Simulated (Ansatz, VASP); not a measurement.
**One calculation of NaAg2I3, two programs**

The input INCAR:

```
SYSTEM = NaAg2I3
PREC     = Accurate       ! precision mode
ENCUT    = 600            ! plane-wave cutoff, eV
EDIFF    = 1E-6           ! SCF threshold, eV
ISMEAR   = 0              ! smearing method
SIGMA    = 0.1            ! smearing width, eV
LREAL    = .FALSE.        ! projectors in reciprocal space
LASPH    = .TRUE.         ! aspherical terms in the spheres
NELM     = 80             ! most SCF steps
ALGO     = Normal         ! electronic algorithm
ISIF     = 3              ! what is computed and relaxed
LWAVE    = .FALSE.        ! write WAVECAR
LCHARG   = .FALSE.        ! write CHGCAR
GGA      = PE             ! functional
IBRION   = 2              ! ionic algorithm
NSW      = 90             ! ionic steps
EDIFFG   = -0.04          ! ionic threshold
```

The input KPOINTS:

```
regular mesh
0
G
  3 3 3
  0 0 0
```

The input POSCAR:

```
NaAg2I3
1.0
    3.1320189200      1.8082719700      5.9435859500
   -3.1320189200      1.8082719700      5.9435859500
    0.0000000000     -3.6165439400      5.9435859500
Na Ag I
1 2 3
Direct
    0.5000000000      0.5000000000      0.5000000000
    0.8010521900      0.8010521900      0.8010521900
    0.1989478100      0.1989478100      0.1989478100
    0.5000000000      0.5000000000      0.0000000000
    0.0000000000      0.5000000000      0.5000000000
    0.5000000000      0.0000000000      0.5000000000
```

Input for Ansatz:

```yaml
crystal:
  lattice:
    - [3.13201892, 1.80827197, 5.94358595]
    - [-3.13201892, 1.80827197, 5.94358595]
    - [0.0, -3.61654394, 5.94358595]
  atoms:
    - { symbol: Na, position: [0.5, 0.5, 0.5] }
    - { symbol: Ag, position: [0.80105219, 0.80105219, 0.80105219] }
    - { symbol: Ag, position: [0.19894781, 0.19894781, 0.19894781] }
    - { symbol: I, position: [0.5, 0.5, 0.0] }
    - { symbol: I, position: [0.0, 0.5, 0.5] }
    - { symbol: I, position: [0.5, 0.0, 0.5] }
basis:
  ecutwfc: 420
kpoints:
  mp_grid: { grid: [3, 3, 3] }
hamiltonian:
  xc: pbe
scf:
  occupations: { method: gaussian, width: 0.1 }
  lower_state_search: "off"
output:
  forces: true
  stress: true
  eigenvalues: true
relax:
  adjacent_minimum: "off"
  f_tol: 0.04
  max_steps: 70
  cell: { stress_tol: 0.4 }
```

Alike in both runs: task relaxation of cell and atoms; functional PBE; k mesh 3 × 3 × 3; occupations gaussian, width 0.1 eV; no spin polarisation.

|  | VASP | Ansatz |
| --- | --- | --- |
| version | VASP 6.6.1 | Ansatz 0.2.0 |
| potentials or method | VASP PAW PBE potentials, release 64 (Na_pv, Ag, I), cutoff 600 eV | scalar-relativistic, plane waves, PAW |
| valence electrons in the cell | 50 | 98 |

```csv
,VASP,Ansatz,Ansatz less VASP
"gap on the k mesh at the Fermi level, each at its own relaxed structure (eV)",1.28,1.28,+0.004
relaxed volume (Å³/atom),52.57,53.12,+0.551
relaxed length of the cell vector where the two differ most in proportion (Å),6.856,6.873,+0.0167
```

VASP's potentials hold 50 valence electrons a cell and Ansatz's 98, so a difference there can come from the potentials and not from the codes.

Spin-orbit coupling is off throughout. Noted on VASP's run: the volume moved by over 15 % at a fixed basis, so the end points are rough.
